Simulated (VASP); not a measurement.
Input of a VASP 6.6.1 run:

Contents of POSCAR:

```
Hf
1.0
   -1.8952500000      1.8050000000      1.8050000000
    1.8952500000     -1.8050000000      1.8050000000
    1.8952500000      1.8050000000     -1.8050000000
Hf
1
Direct
    0.0000000000      0.0000000000      0.0000000000
```

File INCAR.step1:

```
SYSTEM = Hf
ALGO = Normal
EDIFF = 1E-4
ENCUT = 520
GGA = PE
ISMEAR = 0
LASPH = .True.
LCHARG = .False.
LREAL = .False.
LWAVE = .True.
NBANDS = 11
NELM = 60
PREC = Accurate
SIGMA = 0.15
```

Contents of INCAR.step2:

```
SYSTEM = Hf
ALGO = Normal
EDIFF = 1E-7
ENCUT = 520
ISIF = 2
ISMEAR = 0
ISTART = 1
LASPH = .True.
LCHARG = .True.
LELF = .True.
LMIXTAU = .True.
LREAL = .False.
LVHAR = .True.
LWAVE = .False.
METAGGA = R2SCAN
NBANDS = 11
NELM = 60
PREC = Accurate
SIGMA = 0.15
```

Contents of KPOINTS:

```
k-points
0
Gamma
  18 18 18
  0 0 0
```

Potentials or basis: VASP PAW PBE potentials, release 64 (Hf_pv).

The run is started by

```sh
$ cat potpaw_PBE.64/Hf_pv/POTCAR > POTCAR
$ cp INCAR.step1 INCAR
$ mpirun -np 1 vasp_std > vasp.out
$ cp INCAR.step2 INCAR
$ mpirun -np 1 vasp_std > vasp.out
```

Estimate the pressure.

-9.5 GPa.

Estimate the band gap on the k mesh.

zero (bands 5 and 6 overlap by 2.24 eV).

Stress tensor (GPa, compression positive):
```
 -7.41   0.00   0.00
  0.00 -10.57   0.00
  0.00   0.00 -10.57
```

Caveat: the cell differs from its parent crystal (strain +0.0500 x Voigt [1, 0, 0, 0, 0, 0]); the cell stands under tension; the PAW data sets were made with another functional, which shifts forces and pressure a little; spin-orbit coupling is left out, which moves the levels of the heavy elements.
